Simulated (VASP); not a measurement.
# C (Fd-3m) in VASP: further runs, part 3 of 3

VASP 6.6.1.

### Step 5. Single point, PBE-based screened hybrid with 25 % exact exchange

This run uses another cell than the first one, of 6.01 Å³/atom.

POSCAR reads:

```
C
1.0
    0.0000000000      1.8183469191      1.8183469191
    1.8183469191      0.0000000000      1.8183469191
    1.8183469191      1.8183469191      0.0000000000
C
2
Direct
    0.7500000000      0.7500000000      0.7500000000
    0.5000000000      0.5000000000      0.5000000000
```

INCAR.step1 reads:

```
SYSTEM = C
PREC = Accurate
ENCUT = 520
EDIFF = 1E-5
ISMEAR = -1
SIGMA = 0.05
LREAL = .False.
LASPH = .True.
NELM = 80
ALGO = Normal
ISIF = 2
LWAVE = .True.
LCHARG = .False.
GGA = PE
NBANDS = 11
```

INCAR.step2 reads:

```
SYSTEM = C
PREC = Accurate
ENCUT = 520
EDIFF = 1E-6
ISMEAR = -1
SIGMA = 0.05
LREAL = .False.
LASPH = .True.
NELM = 80
ALGO = Normal
ISIF = 2
LWAVE = .False.
LCHARG = .False.
GGA = PE
LHFCALC = .True.
AEXX = 0.25
HFSCREEN = 0.3
PRECFOCK = Normal
ISTART = 1
NBANDS = 11
```

KPOINTS reads:

```
Automatic mesh
0
Gamma
  7 7 7
  0 0 0
```

Potentials or basis: VASP PAW PBE potentials, release 64 (C).

Command:

```bash
$ cat potpaw_PBE.64/C/POTCAR > POTCAR
$ cp INCAR.step1 INCAR
$ mpirun -np 1 vasp_std > vasp.out
$ cp INCAR.step2 INCAR
$ mpirun -np 1 vasp_std > vasp.out
```

OUTCAR:

```text
SYSTEM = C
   PREC = Accurate
   ENCUT = 520
   EDIFF = 1E-6
   ISMEAR = -1
   LREAL = .False.
   LASPH = .True.
   NELM = 80
   ISIF = 2
   GGA = PE
   LHFCALC = .True.
   AEXX = 0.25
   HFSCREEN = 0.3
   PRECFOCK = Normal
   ISTART = 1

 ion  position               nearest neighbor table
   1  0.750  0.750  0.750-   2 1.57   2 1.57   2 1.57   2 1.57
   2  0.500  0.500  0.500-   1 1.57   1 1.57   1 1.57   1 1.57

[... 471 lines left out ...]
     10      32.2936      0.00000
     11      37.0673      0.00000

------------------------ aborting loop because EDIFF is reached ----------------------------------------

  FORCE on cell =-STRESS in cart. coord.  units (eV):
  Direction    XX          YY          ZZ          XY          YZ          ZX
  --------------------------------------------------------------------------------------
  -------------------------------------------------------------------------------------
  Total       -2.2590630     -2.2590630     -2.2590630     -0.0000000      0.0000000      0.0000000
  in kB     -301.0084597   -301.0084597   -301.0084597     -0.0000000      0.0000000      0.0000000
  external PRESSURE =    -301.0084597 kB  Pullay stress =       0.0000000 kB

 VOLUME and BASIS-vectors are now :
 -----------------------------------------------------------------------------
  energy-cutoff  :      520.00
  volume of cell :       12.02
      direct lattice vectors                 reciprocal lattice vectors
     0.000000000  1.818346919  1.818346919    -0.274975031  0.274975031  0.274975031
     1.818346919  0.000000000  1.818346919     0.274975031 -0.274975031  0.274975031
     1.818346919  1.818346919  0.000000000     0.274975031  0.274975031 -0.274975031

 POSITION                                       TOTAL-FORCE (eV/Angst)
 -----------------------------------------------------------------------------------
      2.72752      2.72752      2.72752         0.000000      0.000000      0.000000
      1.81835      1.81835      1.81835        -0.000000     -0.000000     -0.000000
 -----------------------------------------------------------------------------------
    total drift:                                0.000000      0.000000      0.000000

  FREE ENERGIE OF THE ION-ELECTRON SYSTEM (eV)
  ---------------------------------------------------
  free  energy   TOTEN  =       -20.5391368051 eV

  energy  without entropy=      -20.5391368050  energy(sigma->0) =      -20.53913681
```

It took 8.1 min on 1 thread of Intel Xeon 8259CL, shared host; peak memory 0.22 GiB.

What came out:

| Quantity | Value |
| --- | --- |
| Free energy | -20.5391 eV |
| Pressure | -30.1 GPa |
| Band gap on the k mesh | 5.04 eV (least direct gap 6.57 eV) |

Caveat: the k points lie up to 0.43 Å⁻¹ apart; the PAW data sets were made with another functional, which shifts forces and pressure a little; an odd mesh through Γ misses points on the zone boundary, where band edges can lie.

### Step 6. Single point, b88 exchange, pbe correlation

This run uses another cell than the first one, of 5.33 Å³/atom.

INCAR reads:

```
PREC     = Accurate       # precision mode
ENCUT    = 600            # plane-wave cutoff, eV
EDIFF    = 1E-6           # SCF threshold, eV
ISMEAR   = -1             # smearing method
SIGMA    = 0.05           # smearing width, eV
LREAL    = False          # projectors in reciprocal space
LASPH    = True           # aspherical terms in the spheres
NELM     = 120            # most SCF steps
ALGO     = Normal         # electronic algorithm
ISIF     = 2              # what is computed and relaxed
LWAVE    = False          # write WAVECAR
LCHARG   = False          # write CHGCAR
GGA      = LIBXC          # functional
LIBXC1   = GGA_X_B88    
LIBXC2   = GGA_C_PBE    
NBANDS   = 11             # bands
GGA_COMPAT= False
```

KPOINTS reads:

```
Automatic mesh
0
Gamma
  13 13 13
```

POSCAR reads:

```
C
1.0
    0.0000000000      1.7469644787      1.7469644787
    1.7469644787      0.0000000000      1.7469644787
    1.7469644787      1.7469644787      0.0000000000
C
2
Direct
    0.7500000000      0.7500000000      0.7500000000
    0.5000000000      0.5000000000      0.5000000000
```

Potentials or basis: VASP PAW PBE potentials, release 64 (C).

Command:

```bash
$ cat potpaw_PBE.64/C/POTCAR > POTCAR
$ mpirun -np 1 vasp_std > vasp.out
```

Wall time 7 s (1 thread of Intel Xeon Platinum 8488C (Sapphire Rapids), shared host); peak memory 0.12 GiB.

The run converged. Its results:

```
Free energy            : -17.7895 eV
Pressure               : 32.8 GPa
Band gap on the k mesh : 4.29 eV (least direct gap 5.78 eV)
```

Levels at points of the mesh, in eV from the valence-band top:
```
           k point  band 1  band 2  band 3  band 4  band 5  band 6  band 7  band 8
(0.00, 0.00, 0.00)  -22.32    0.00    0.00    0.00    5.78    5.78    5.78   14.76
```

Caveat: the cell stands under pressure; the PAW data sets were made with another functional, which shifts forces and pressure a little; an odd mesh through Γ misses points on the zone boundary, where band edges can lie.

### Step 7. Summary

```tsv
level	potentials or basis	cell	k mesh	cutoff (eV)	smearing	grid for exact exchange (PRECFOCK)	share of exact exchange	screening parameter	gap on the mesh (eV)	pressure (GPa)
LDA	VASP PAW LDA potentials, release 64 (C)	a = 2.417 Å, angles 60.0°, 2 atoms	13 × 13 × 13	600	fermi-dirac 0.05 eV	-	-	-	4.42	56.0
PBE	VASP PAW PBE potentials, release 64 (C)	a = 2.522 Å, angles 60.0°, 2 atoms	13 × 13 × 13	600	fermi-dirac 0.01 eV	-	-	-	4.14	1.8
PBE-based screened hybrid with 25 % exact exchange	VASP PAW PBE potentials, release 64 (C)	a = 2.555 Å, angles 60.0°, 2 atoms	7 × 7 × 7	520	fermi-dirac 0.05 eV	Normal	0.25	0.3 1/Å	5.08	-23.1
PBE-based screened hybrid with 25 % exact exchange	VASP PAW PBE potentials, release 64 (C)	a = 2.572 Å, angles 60.0°, 2 atoms	7 × 7 × 7	520	fermi-dirac 0.05 eV	Normal	0.25	0.3 1/Å	5.04	-30.1
b88 exchange, pbe correlation	VASP PAW PBE potentials, release 64 (C)	a = 2.471 Å, angles 60.0°, 2 atoms	13 × 13 × 13	600	fermi-dirac 0.05 eV	-	-	-	4.29	32.8
```

Alike in all rows: task single point; no spin polarisation.

Caveats: some runs use coarse meshes; an odd mesh through Γ misses points on the zone boundary, where band edges can lie; the PAW data sets were made with another functional, which shifts forces and pressure a little (at least some runs); the cell stands under pressure (at least some runs).

Total energies depend on the potentials used, so only differences within one code and one set of settings carry meaning.
